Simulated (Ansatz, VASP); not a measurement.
# SiMo2: VASP beside Ansatz

```xyz
6
Lattice="-1.8618 1.8618 6.4733 1.8618 -1.8618 6.4733 1.8618 1.8618 -6.4733" Properties=species:S:1:pos:R:3 pbc="T T T"
Si    0.0000    0.0000    0.0000
Si    0.0000    1.8618    3.2367
Mo    0.0000    0.0000    5.3923
Mo    1.8618    0.0000    2.1556
Mo    1.8618    0.0000    4.3177
Mo    0.0000    0.0000    7.5544
```

Alike in both runs: task single point; functional PBE; k mesh 6 × 6 × 6; occupations gaussian, width 0.1 eV; no spin polarisation.

```csv
,VASP,Ansatz
version,VASP 6.6.1,Ansatz 0.2.0
potentials or method,"VASP PAW PBE potentials, release 64 (Si, Mo_sv), cutoff 520 eV","scalar-relativistic, plane waves, PAW"
valence electrons in the cell,64,64
```

|  | VASP | Ansatz | Ansatz less VASP |
| --- | --- | --- | --- |
| gap on the k mesh at the Fermi level (eV) | none | none | - |
| rms of the force components (eV/Å) | 0.261 | 0.253 | -0.0084 |

Atom by atom the forces differ by 0.008 eV/Å (rms over components). A gap of «none» marks a metal or a gap that the smearing closes. With one functional, cell and mesh, what is left measures potentials, basis and numerics.

The k mesh is coarse, so the values compare programs but aren't converged.
